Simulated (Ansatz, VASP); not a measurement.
# CdS in VASP and in Ansatz

```
Cd S
1.0
     3.01502    0.00000    0.00000
     0.00000    3.01502    0.00000
     0.00000    0.00000    3.01502
Cd S
1 1
Cartesian
  0.0000 0.0000 0.0000
  1.5075 1.5075 1.5075
```

Alike in both runs: task relaxation of cell and atoms; functional PBE; k mesh 14 × 14 × 14; occupations fermi-dirac, width 0.05 eV; no spin polarisation.

|  | VASP | Ansatz |
| --- | --- | --- |
| version | VASP 6.6.1 | Ansatz 0.2.0 |
| potentials or method | VASP PAW PBE potentials, release 64 (Cd, S) | PAW with Ansatz's default frozen-core files, scalar-relativistic |
| plane-wave cutoff (eV) | 600 | 420 |
| valence electrons in the cell | 18 | 26 |

Ansatz gave:

- relaxed volume (Å³/atom): 19.83
- relaxed cell length with the largest relative difference (Å): 3.410

Question: Which values does VASP return?

Answer: Relaxed volume (Å³/atom): 19.90; relaxed cell length with the largest relative difference (Å): 3.414.

VASP's potentials hold 18 valence electrons a cell and Ansatz's 26, so a difference there can come from the potentials and not from the codes.

Noted on VASP's run: the volume moved by over 15 % at a fixed basis, so the end points are rough.
